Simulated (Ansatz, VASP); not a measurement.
## Two plane-wave programs on Ca

File INCAR:

```
PREC = Accurate
ENCUT = 520
EDIFF = 1E-8
ISMEAR = -1
SIGMA = 0.05
LREAL = False
LASPH = True
NELM = 60
ALGO = Normal
ISIF = 2
LWAVE = False
LCHARG = False
GGA = PE
LEFG = True
NBANDS = 11
```

The input KPOINTS:

```
regular mesh
0
Gamma
  10 10 10
```

The input POSCAR:

```
Ca
1.0
   -2.2249659900      2.2249659900      2.2249659900
    2.2249659900     -2.2249659900      2.2249659900
    2.2249659900      2.2249659900     -2.2249659900
Ca
1
Direct
    0.0000000000      0.0000000000      0.0000000000
```

Input for Ansatz:

```yaml
crystal:
  lattice:
    - [-2.22496599, 2.22496599, 2.22496599]
    - [2.22496599, -2.22496599, 2.22496599]
    - [2.22496599, 2.22496599, -2.22496599]
  atoms:
    - { symbol: Ca, position: [0.0, 0.0, 0.0] }
kpoints:
  mp_grid: { grid: [10, 10, 10] }
scf:
  occupations: { method: fermi_dirac, width: 0.05 }
hamiltonian:
  xc: pbe
  pseudopotentials: { kind: paw }
output:
  forces: true
  stress: true
  eigenvalues: true
  efg: { contact_densities: true }
```

Change from the starting cell: volume scaled by 0.98, PAW files.

Alike in both runs: task electric field gradients; functional PBE; k mesh 10 × 10 × 10; occupations fermi-dirac, width 0.05 eV; no spin polarisation.

|  | VASP | Ansatz |
| --- | --- | --- |
| version | VASP 6.6.1 | Ansatz 0.2.0 |
| potentials or method | VASP PAW PBE potentials, release 64 (Ca_sv) | PAW with Ansatz's default frozen-core files, scalar-relativistic |
| plane-wave cutoff (eV) | 520 | 420 |
| valence electrons in the cell | 10 | 10 |

```tsv
	VASP	Ansatz	Ansatz less VASP
pressure (GPa)	-0.7	-0.7	-0.01
```
